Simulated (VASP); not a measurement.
Ge: single point with PBEsol

Ge:

```
CELL_PARAMETERS angstrom
-3.41762 3.41762 3.57375
3.41762 -3.41762 3.57375
3.41762 3.41762 -3.57375
ATOMIC_POSITIONS crystal
Ge 0.50000 0.00000 0.79584
Ge 0.79584 0.50000 0.00000
Ge 0.00000 0.79584 0.50000
Ge 0.70416 0.70416 0.70416
Ge 0.50000 0.00000 0.20416
Ge 0.20416 0.50000 0.00000
Ge 0.00000 0.20416 0.50000
Ge 0.29584 0.29584 0.29584
```

This cell differs from its parent crystal: strain -0.015 along x and y, +0.030 along z.

```json
{
 "Program": "VASP 6.6.1",
 "Task": "single point",
 "Functional": "PBEsol",
 "Potentials or basis": "VASP PAW PBE potentials, release 64 (Ge_d)",
 "Cutoff": "520 eV",
 "k mesh": "8 × 8 × 8",
 "Occupations": "gaussian, width 0.15 eV",
 "Spin": "no spin polarisation"
}
```

```
Pressure               : 0.1 GPa
Largest force          : 0.238 eV/Å
Band gap on the k mesh : zero (bands 56 and 57 overlap by 0.76 eV)
```

Forces on the atoms (eV/Å):
```
Ge   0.186 -0.063  0.135
Ge  -0.186 -0.063 -0.135
Ge   0.186  0.063 -0.135
Ge  -0.186  0.063  0.135
Ge  -0.186  0.063 -0.135
Ge   0.186  0.063  0.135
Ge  -0.186 -0.063  0.135
Ge   0.186 -0.063 -0.135
```

Stress tensor (GPa, compression positive):
```
 1.71  0.00  0.00
 0.00  1.67  0.00
 0.00  0.00 -3.23
```

Levels at points of the mesh, in eV from the Fermi level:
```csv
k point,band 53,band 54,band 55,band 56,band 57,band 58,band 59,band 60
"(0.00, 0.00, 0.00)",-3.57,-1.62,-1.18,-0.61,1.09,1.88,1.90,3.74
"(0.50, 0.00, 0.00)",-1.96,-1.96,-1.14,-1.14,0.54,0.54,1.84,1.84
"(0.00, 0.50, 0.00)",-1.87,-1.87,-0.94,-0.94,0.25,0.25,1.88,1.88
"(0.50, 0.50, 0.00)",-1.90,-1.90,-1.24,-1.24,0.42,0.42,1.70,1.70
"(0.50, 0.50, 0.50)",-2.40,-1.60,0.28,0.43,0.66,1.42,2.35,2.40
```

Run time: 28 min on 1 thread of Oxide Virtual Turin-like Processor, with other jobs on the host, peak memory 0.76 GiB.

Caveat: the cell differs from its parent crystal (strain -0.015 along x and y, +0.030 along z); semilocal functionals underestimate gaps, and a narrow one can read as zero; the PAW data sets were made with another functional, which shifts forces and pressure a little.
